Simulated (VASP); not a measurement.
# Sr2TlO6 (Fm-3m) in VASP: single point with PBE

Aim: the single point of Sr2TlO6 with PBE.

All numbers are computed with VASP 6.6.1; they aren't measurements. Logs are shortened: lines on timing, memory, paths and dates and some standing lists are left out, and cuts for length are marked.

### 1 The cell of the first run

Symmetry: Fm-3m, No. 225, cubic system. The conventional cell has a = 8.064 Å, b = 8.064 Å, c = 8.064 Å, α = 90.00°, β = 90.00°, γ = 90.00°. Sr (site symmetry -43m) has 12 O at 2.85 Å and 4 Tl at 3.49 Å within 3.8 Å. Tl (site symmetry m-3m) has 6 O at 2.06 Å within 2.7 Å. Within 3.0 Å of O (site symmetry 4mm) lie 1 Tl at 2.06 Å and 8 O at 2.80 to 2.91 Å and 4 Sr at 2.85 Å.

### 2 Single point, PBE

Contents of POSCAR:

```
Sr2TlO6
1.0
    0.0000000000      4.0319902034      4.0319902034
    4.0319902034      0.0000000000      4.0319902034
    4.0319902034      4.0319902034      0.0000000000
Sr Tl O
2 1 6
Direct
    0.2500000000      0.2500000000      0.2500000000
    0.7500000000      0.7500000000      0.7500000000
    0.0000000000      0.0000000000      0.0000000000
    0.7451074374      0.2548925626      0.2548925626
    0.2548925626      0.7451074374      0.2548925626
    0.2548925626      0.7451074374      0.7451074374
    0.7451074374      0.2548925626      0.7451074374
    0.2548925626      0.2548925626      0.7451074374
    0.7451074374      0.7451074374      0.2548925626
```

Contents of INCAR.step1:

```
SYSTEM = Sr2TlO6
PREC     = Accurate       ! precision mode
ENCUT    = 520            ! plane-wave cutoff, eV
EDIFF    = 1E-6           ! SCF threshold, eV
ISMEAR   = 0              ! smearing method
SIGMA    = 0.1            ! smearing width, eV
LREAL    = .False.        ! projectors in reciprocal space
LASPH    = .True.         ! aspherical terms in the spheres
NELM     = 100            ! most SCF steps
ALGO     = Normal         ! electronic algorithm
ISIF     = 2              ! what is computed and relaxed
LWAVE    = .False.        ! write WAVECAR
LCHARG   = .True.         ! write CHGCAR
GGA      = PE             ! functional
NBANDS   = 44             ! bands
```

Contents of KPOINTS.step1:

```
regular mesh
0
Gamma
  8 8 8
  0 0 0
```

Contents of INCAR.step2:

```
SYSTEM = Sr2TlO6
PREC     = Accurate       ! precision mode
ENCUT    = 520            ! plane-wave cutoff, eV
EDIFF    = 1E-6           ! SCF threshold, eV
ISMEAR   = -5             ! smearing method
SIGMA    = 0.1            ! smearing width, eV
LREAL    = .False.        ! projectors in reciprocal space
LASPH    = .True.         ! aspherical terms in the spheres
NELM     = 100            ! most SCF steps
ALGO     = Normal         ! electronic algorithm
ISIF     = 2              ! what is computed and relaxed
LWAVE    = .False.        ! write WAVECAR
LCHARG   = .False.        ! write CHGCAR
GGA      = PE             ! functional
LORBIT   = 11             ! projections on sites
NEDOS    = 2001           ! points of the DOS
ICHARG   = 11             ! starting density
```

Contents of KPOINTS.step2:

```
regular mesh
0
Gamma
  12 12 12
  0 0 0
```

Potentials or basis: VASP PAW PBE potentials, release 64 (Sr_sv, Tl_d, O).

On the command line:

```bash
cat potpaw_PBE.64/Sr_sv/POTCAR potpaw_PBE.64/Tl_d/POTCAR potpaw_PBE.64/O/POTCAR > POTCAR
cp INCAR.step1 INCAR
cp KPOINTS.step1 KPOINTS
mpirun -np 1 vasp_std > vasp.out
cp INCAR.step2 INCAR
cp KPOINTS.step2 KPOINTS
mpirun -np 1 vasp_std > vasp.out
```

OUTCAR:

```text
SYSTEM = Sr2TlO6
   PREC = Accurate
   ENCUT = 520
   EDIFF = 1E-6
   ISMEAR = -5
   LREAL = .False.
   LASPH = .True.
   NELM = 100
   ISIF = 2
   GGA = PE
   LORBIT = 11
   ICHARG = 11

 ion  position               nearest neighbor table
   1  0.250  0.250  0.250-   4 2.85   5 2.85   8 2.85   6 2.85   7 2.85   8 2.85   5 2.85   6 2.85
                             9 2.85   4 2.85   7 2.85   9 2.85   3 3.49   3 3.49   3 3.49   3 3.49
   2  0.750  0.750  0.750-   5 2.85   6 2.85   8 2.85   4 2.85   7 2.85   8 2.85   4 2.85   5 2.85
                             9 2.85   6 2.85   7 2.85   9 2.85   3 3.49   3 3.49   3 3.49   3 3.49
   3  0.000  0.000  0.000-   4 2.06   5 2.06   6 2.06   7 2.06   8 2.06   9 2.06   1 3.49   2 3.49
                             2 3.49   2 3.49   2 3.49   1 3.49   1 3.49   1 3.49
   4  0.745  0.255  0.255-   3 2.06   1 2.85   1 2.85   2 2.85   2 2.85
   5  0.255  0.745  0.255-   3 2.06   1 2.85   1 2.85   2 2.85   2 2.85
   6  0.255  0.745  0.745-   3 2.06   1 2.85   2 2.85   1 2.85   2 2.85
   7  0.745  0.255  0.745-   3 2.06   1 2.85   2 2.85   1 2.85   2 2.85
   8  0.255  0.255  0.745-   3 2.06   1 2.85   1 2.85   2 2.85   2 2.85
   9  0.745  0.745  0.255-   3 2.06   1 2.85   2 2.85   1 2.85   2 2.85

  LATTYP: Found a face centered cubic cell.
 ALAT       =     8.0639804068

  Lattice vectors:

 A1 = (   0.0000000000,   4.0319902034,   4.0319902034)
 A2 = (   4.0319902034,   0.0000000000,   4.0319902034)
 A3 = (   4.0319902034,   4.0319902034,   0.0000000000)

Analysis of symmetry for initial positions (statically):
=====================================================================
 Subroutine PRICEL returns:
 Original cell was already a primitive cell.

 Routine SETGRP: Setting up the symmetry group for a
 face centered cubic supercell.

 Subroutine GETGRP returns: Found 48 space group operations
 (whereof 48 operations were pure point group operations)
 out of a pool of 48 trial point group operations.

The static configuration has the point symmetry O_h .

Analysis of symmetry for dynamics (positions and initial velocities):
=====================================================================
 Subroutine PRICEL returns:
 Original cell was already a primitive cell.

 Routine SETGRP: Setting up the symmetry group for a
 face centered cubic supercell.

 Subroutine GETGRP returns: Found 48 space group operations
 (whereof 48 operations were pure point group operations)
 out of a pool of 48 trial point group operations.

The dynamic configuration has the point symmetry O_h .

 Subroutine INISYM returns: Found 48 space group operations
 (whereof 48 operations are pure point group operations),
 and found     1 'primitive' translations

----------------------------------------------------------------------------------------

                                     Primitive cell

  volume of cell :     131.0957

  direct lattice vectors                    reciprocal lattice vectors
     0.000000000  4.031990203  4.031990203    -0.124008238  0.124008238  0.124008238
     4.031990203  0.000000000  4.031990203     0.124008238 -0.124008238  0.124008238
     4.031990203  4.031990203  0.000000000     0.124008238  0.124008238 -0.124008238

  length of vectors
     5.702095229  5.702095229  5.702095229     0.214788568  0.214788568  0.214788568

  position of ions in fractional coordinates (direct lattice)
     0.250000000  0.250000000  0.250000000
     0.750000000  0.750000000  0.750000000
     0.000000000  0.000000000  0.000000000
     0.745107437  0.254892563  0.254892563
     0.254892563  0.745107437  0.254892563
     0.254892563  0.745107437  0.745107437
     0.745107437  0.254892563  0.745107437
     0.254892563  0.254892563  0.745107437
     0.745107437  0.745107437  0.254892563

  ion indices of the primitive-cell ions
   primitive index   ion index
                 1           1
                 2           2
                 3           3
                 4           4
                 5           5
                 6           6
                 7           7
                 8           8
                 9           9

----------------------------------------------------------------------------------------

 KPOINTS: regular mesh

Automatic generation of k-mesh.
 Grid dimensions read from file:
 generate k-points for:   12   12   12

 Generating k-lattice:

  Cartesian coordinates                     Fractional coordinates (reciprocal lattice)
    -0.010334020  0.010334020  0.010334020     0.083333333  0.000000000  0.000000000
     0.010334020 -0.010334020  0.010334020     0.000000000  0.083333333  0.000000000
     0.010334020  0.010334020 -0.010334020     0.000000000  0.000000000  0.083333333

  Length of vectors
     0.017899047  0.017899047  0.017899047

  Shift w.r.t. Gamma in fractional coordinates (k-lattice)
     0.000000000  0.000000000  0.000000000

 TETIRR: Found    247 inequivalent tetrahedra from    10368

 Subroutine IBZKPT returns following result:
 ===========================================

 Found     72 irreducible k-points:

 Following reciprocal coordinates:
            Coordinates               Weight
  0.000000  0.000000  0.000000      1.000000
  0.083333  0.000000  0.000000      8.000000
  0.166667  0.000000  0.000000      8.000000
  0.250000  0.000000  0.000000      8.000000
  0.333333  0.000000  0.000000      8.000000
  0.416667  0.000000  0.000000      8.000000
[... 16 lines left out ...]
  0.500000  0.166667  0.000000     24.000000
 -0.416667  0.166667  0.000000     24.000000
 [... further k-points ...]
   k-points           NKPTS =     72   k-points in BZ     NKDIM =     72   number of bands    NBANDS=     41
   number of dos      NEDOS =   2001   number of ions     NIONS =      9
   total plane-waves  NPLWV =  74088
   dimension x,y,z NGX =    42 NGY =   42 NGZ =   42
   dimension x,y,z NGXF=    84 NGYF=   84 NGZF=   84
   ions per type =               2   1   6
   NGX,Y,Z   is equivalent  to a cutoff of  12.25, 12.25, 12.25 a.u.
   NGXF,Y,Z  is equivalent  to a cutoff of  24.49, 24.49, 24.49 a.u.
 SYSTEM =  Sr2TlO6
   PREC   = accura    normal or accurate (medium, high low for compatibility)
   ISTART =      0    job   : 0-new  1-cont  2-samecut
   ICHARG =     11    charge: 1-file 2-atom 10-const
   ISPIN  =      1    spin polarized calculation?
   LNONCOLLINEAR =      F non collinear calculations
   LSORBIT =      F    spin-orbit coupling
   LASPH  =      T    aspherical Exc in radial PAW
   ENCUT  =  520.0 eV  38.22 Ry    6.18 a.u.  10.60 10.60 10.60*2*pi/ulx,y,z
   NELM   =    100;   NELMIN=  2; NELMDL=  0     # of ELM steps
   EDIFF  = 0.1E-05   stopping-criterion for ELM
   LREAL  =      F    real-space projection
   EDIFFG = 0.1E-04   stopping-criterion for IOM
   NSW    =      0    number of steps for IOM
   IBRION =     -1    ionic relax: 0-MD 1-quasi-New 2-CG
   NFREE  =      0    steps in history (QN), initial steepest desc. (CG)
   ISIF   =      2    stress and relaxation
   ISYM   =      2    0-nonsym 1-usesym 2-fastsym
   POTIM  = 0.5000    time-step for ionic-motion
   TEBEG  =    0.0;   TEEND  =   0.0 temperature during run
   PSTRESS=    0.0 pullay stress
   NELECT =      69.0000    total number of electrons
   NUPDOWN=      -1.0000    fix difference up-down
   EMIN   =  10.00;   EMAX   =-10.00  energy-range for DOS
   EFERMI =   0.00;   METHOD = LEGACY
   ISMEAR =    -5;   SIGMA  =   0.10  broadening in eV -4-tet -1-fermi 0-gaus
   EFERMI_NEDOS =   21; number of points for ismear=-14 and -15
   IALGO  =     38    algorithm
   IMIX   =      4    mixing-type and parameters
     AMIX     =   0.40;   BMIX     =  1.00
     AMIX_MAG =   1.60;   BMIX_MAG =  1.00
  volume/ion in A,a.u.               =      14.57        98.30
  Fermi-wavevector in a.u.,A,eV,Ry     =   1.321788  2.497817 23.771050  1.747123
  Thomas-Fermi vector in A             =   2.451516
   LORBIT       =     11    0 simple, 1 ext, 2 COOP (PROOUT), +10 PAW based schemes
   GGA     = PE    functional components
   LHFCALC =     F    Hartree Fock is set to
   AEXX    =    0.0000 exact exchange contribution
   IVDW    =     0    specifies the selected vdW correction
   LEPSILON=     F    determine dielectric tensor
   LRPA    =     F    only Hartree local field effects (RPA)
 non-spin polarized calculation
 Fermi weights with tetrahedron method with Bloechl corrections
  energy-cutoff  :      520.00
  volume of cell :      131.10
 maximum number of plane-waves:      3582

 number of electron      68.9999997 magnetization

 Free energy of the ion-electron system (eV)
  ---------------------------------------------------
  ext. energy  EPLUGINS =         0.00000000
  ---------------------------------------------------
  free energy    TOTEN  =       -42.45017758 eV

  energy without entropy =      -42.45017758  energy(sigma->0) =      -42.45017758

 E-fermi :   1.6776     XC(G=0): -10.2780

 val. band max:        1.6945435778   @ k =  -0.3333   0.5000   0.1667
 cond. band min:       1.6844292738   @ k =   0.1667   0.1667   0.0000
 fundamental gap:     -0.0101143040
 Fermi energy:         1.6775700398

 k-point     1 :       0.0000    0.0000    0.0000
  band No.  band energies     occupation
      1     -30.7754      2.00000
      2     -30.7378      2.00000
      3     -15.6574      2.00000
      4     -14.8417      2.00000
      5     -14.8417      2.00000
      6     -14.4305      2.00000
[... 1045 lines left out ...]
     40       9.5402      0.00000
     41       9.5699      0.00000

 [... further k-points ...]

------------------------ aborting loop because EDIFF is reached ----------------------------------------

  FORCE on cell =-STRESS in cart. coord.  units (eV):
  Direction    XX          YY          ZZ          XY          YZ          ZX
  --------------------------------------------------------------------------------------
  -------------------------------------------------------------------------------------
  Total        0.1890818      0.1890818      0.1890818      0.0000000      0.0000000     -0.0000000
  in kB        2.3108509      2.3108509      2.3108509      0.0000000      0.0000000     -0.0000000
  external PRESSURE =       2.3108509 kB  Pullay stress =       0.0000000 kB

 VOLUME and BASIS-vectors are now :
 -----------------------------------------------------------------------------
  energy-cutoff  :      520.00
  volume of cell :      131.10
      direct lattice vectors                 reciprocal lattice vectors
     0.000000000  4.031990203  4.031990203    -0.124008238  0.124008238  0.124008238
     4.031990203  0.000000000  4.031990203     0.124008238 -0.124008238  0.124008238
     4.031990203  4.031990203  0.000000000     0.124008238  0.124008238 -0.124008238

 POSITION                                       TOTAL-FORCE (eV/Angst)
 -----------------------------------------------------------------------------------
      2.01600      2.01600      2.01600        -0.000000     -0.000000     -0.000000
      6.04799      6.04799      6.04799        -0.000000     -0.000000     -0.000000
      0.00000      0.00000      0.00000        -0.000000     -0.000000     -0.000000
      2.05545      4.03199      4.03199         0.052627     -0.000000     -0.000000
      4.03199      2.05545      4.03199        -0.000000      0.052627     -0.000000
      6.00853      4.03199      4.03199        -0.052627     -0.000000     -0.000000
      4.03199      6.00853      4.03199        -0.000000     -0.052627     -0.000000
      4.03199      4.03199      2.05545        -0.000000     -0.000000      0.052627
      4.03199      4.03199      6.00853        -0.000000     -0.000000     -0.052627
 -----------------------------------------------------------------------------------
    total drift:                                0.000000      0.000000      0.000000

  FREE ENERGIE OF THE ION-ELECTRON SYSTEM (eV)
  ---------------------------------------------------
  free  energy   TOTEN  =       -42.4501775842 eV

  energy  without entropy=      -42.4501775842  energy(sigma->0) =      -42.45017758

 total charge

# of ion       s       p       d       tot
------------------------------------------
    1        1.994   5.779   0.154   7.927
    2        1.994   5.779   0.154   7.927
    3        0.865   0.908   9.696  11.470
    4        1.598   3.241   0.000   4.839
    5        1.598   3.241   0.000   4.839
    6        1.598   3.241   0.000   4.839
    7        1.598   3.241   0.000   4.839
    8        1.598   3.241   0.000   4.839
    9        1.598   3.241   0.000   4.839
--------------------------------------------------
tot         14.440  31.913  10.004  56.357
```

Run time: 6 min. Hardware: 1 thread of Intel Xeon Platinum 8488C (Sapphire Rapids), shared host; peak memory 0.47 GiB.

What came out:

| Item | Value |
| --- | --- |
| Valence electrons inside the program's atomic spheres | Sr 7.93; Tl 11.47; O 4.84 |

Caveat: spin-orbit coupling is left out, which moves the levels of the heavy elements; an odd number of electrons without spin polarisation forces a metal; a magnetic or distorted state may lie lower; tetrahedron occupations give inexact forces and stress in metals.
